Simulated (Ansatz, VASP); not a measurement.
KF: VASP beside Ansatz

POSCAR

```
KF
1.0
    0.0000000000      2.5805212422      2.5805212422
    2.5805212422      0.0000000000      2.5805212422
    2.5805212422      2.5805212422      0.0000000000
K F
1 1
Direct
    0.0000000000      0.0000000000      0.0000000000
    0.5000000000      0.5000000000      0.5000000000
```

File INCAR.step1:

```
PREC = Accurate
ENCUT = 520
EDIFF = 1E-5
ISMEAR = 0
SIGMA = 0.01
LREAL = F
LASPH = T
NELM = 80
ALGO = Normal
ISIF = 2
LWAVE = T
LCHARG = F
NBANDS = 15
GGA = PE
```

File INCAR.step2:

```
PREC = Accurate
ENCUT = 520
EDIFF = 1E-6
ISMEAR = 0
SIGMA = 0.01
LREAL = F
LASPH = T
NELM = 80
ALGO = Normal
ISIF = 2
LWAVE = F
LCHARG = F
GGA = PE
LHFCALC = T
HFSCREEN = 0.2079
PRECFOCK = Normal
NBANDS = 15
ISTART = 1
```

KPOINTS

```
regular mesh
0
Gamma
  6 6 6
```

Input for Ansatz:

```yaml
crystal:
  lattice:
    - [0.0, 2.5805212422, 2.5805212422]
    - [2.5805212422, 0.0, 2.5805212422]
    - [2.5805212422, 2.5805212422, 0.0]
  atoms:
    - { symbol: K, position: [0.0, 0.0, 0.0] }
    - { symbol: F, position: [0.5, 0.5, 0.5] }
kpoints:
  mp_grid: { grid: [6, 6, 6] }
  band_path:
    path:
      - [0.0, 0.0, 0.0]
      - [0.5, 0.0, 0.5]
      - [0.625, 0.25, 0.625]
      - [0.375, 0.375, 0.75]
      - [0.5, 0.5, 0.5]
      - [0.5, 0.25, 0.75]
    npoints: 1
hamiltonian:
  xc: hse06
scf:
  occupations: { method: fixed }
  n_extra_bands: 4
output:
  forces: true
  stress: true
  eigenvalues: true
```

Change from the starting cell: hydrostatic strain -3.0%.

Alike in both runs: task single point; functional HSE06; k mesh 6 × 6 × 6; no spin polarisation.

```csv
,VASP,Ansatz
version,VASP 6.6.1,Ansatz 0.2.0
potentials or method,"VASP PAW PBE potentials, release 64 (K_sv, F)","plane waves, PAW"
plane-wave cutoff (eV),520,420
occupations,"gaussian, width 0.01 eV",fixed
valence electrons in the cell,16,16
```

```tsv
	VASP	Ansatz	Ansatz less VASP
gap on the k mesh at the Fermi level (eV)	8.79	8.81	+0.022
pressure (GPa)	5.3	5.0	-0.23
```

Ansatz's warnings: stress exchange threshold loose, stress scf threshold loose.
